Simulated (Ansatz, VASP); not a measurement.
## Two plane-wave programs on Ga

File INCAR:

```
PREC = Accurate
ENCUT = 520
EDIFF = 1E-6
ISMEAR = -1
SIGMA = 0.05
LREAL = F
LASPH = T
NELM = 60
ALGO = Normal
ISIF = 2
LWAVE = F
LCHARG = F
GGA = PE
NBANDS = 20
```

Contents of KPOINTS:

```
regular mesh
0
Gamma
  8 8 7
```

The input POSCAR:

```
Ga
1.0
    1.4500000000     -4.0650000000      0.0000000000
    1.4500000000      4.0650000000      0.0000000000
    0.0000000000      0.0000000000      3.0432000000
Ga
2
Direct
    0.1330000000      0.8670000000      0.7500000000
    0.8670000000      0.1330000000      0.2500000000
```

input.yaml

```yaml
crystal:
  lattice:
    - [1.45, -4.065, 0.0]
    - [1.45, 4.065, 0.0]
    - [0.0, 0.0, 3.0432]
  atoms:
    - { symbol: Ga, position: [0.133, 0.867, 0.75] }
    - { symbol: Ga, position: [0.867, 0.133, 0.25] }
hamiltonian:
  xc: pbe
  pseudopotentials: { kind: paw }
kpoints:
  mp_grid: { grid: [8, 8, 7] }
  band_path:
    path:
      - [[0.0, 0.0, 0.0], [0.2818093587, 0.2818093587, 0.0], [0.0, 0.5, 0.0], [0.0, 0.5, 0.5], [0.2818093587, 0.2818093587, 0.5], [0.0, 0.0, 0.5], [0.0, 0.0, 0.0], [-0.5, 0.5, 0.0], [-0.2818093587, 0.7181906413, 0.0], [-0.2818093587, 0.7181906413, 0.5], [-0.5, 0.5, 0.5], [-0.5, 0.5, 0.0]]
      - [[0.0, 0.0, 0.5], [-0.5, 0.5, 0.5]]
    npoints: 14
scf:
  occupations: { method: fermi_dirac, width: 0.05 }
  n_extra_bands: 6
output:
  forces: true
  stress: true
  eigenvalues: true
  fatbands: true
  write_density: true
  write_potential: true
  elf: true
  volumetric_format: npy
```

Alike in both runs: functional PBE; k mesh 8 × 8 × 7; occupations fermi-dirac, width 0.05 eV; no spin polarisation.

```csv
,VASP,Ansatz
version,VASP 6.6.1,Ansatz 0.2.0
potentials or method,"VASP PAW PBE potentials, release 64 (Ga_d)",Ansatz PAW
plane-wave cutoff (eV),520,420
valence electrons in the cell,26,26
task,single point,band structure
```

```tsv
	VASP	Ansatz	Ansatz less VASP
gap on the k mesh at the Fermi level (eV)	none	none	-
pressure (GPa)	4.1	4.1	-0.02
traceless stress, the component that is largest in VASP (GPa)	-2.37	-2.35	+0.017
rms of the force components (eV/Å)	0.164	0.163	-0.0009
```

Atom by atom the forces differ by 0.001 eV/Å (rms over components). A gap of «none» marks a metal or a gap that the smearing closes.
